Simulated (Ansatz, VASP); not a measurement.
Sn in VASP and in Ansatz

```
CELL_PARAMETERS angstrom
-1.91135 1.91135 1.91135
1.91135 -1.91135 1.91135
1.91135 1.91135 -1.91135
ATOMIC_POSITIONS crystal
Sn 0.00000 0.00000 0.00000
```

Alike in both runs: task single point; functional LDA; k mesh 11 × 11 × 11; occupations fermi-dirac, width 0.05 eV; no spin polarisation.

```csv
,VASP,Ansatz
version,VASP 6.6.1,Ansatz 0.2.0
potentials or method,"VASP PAW LDA potentials, release 64 (Sn_d), cutoff 520 eV","plane waves, PAW"
valence electrons in the cell,14,14
```

|  | VASP | Ansatz | Ansatz less VASP |
| --- | --- | --- | --- |
| pressure (GPa) | -4.1 | -4.1 | +0.04 |

LDA's correlation is that of Perdew and Zunger in VASP and of Perdew and Wang (1992) in Ansatz.
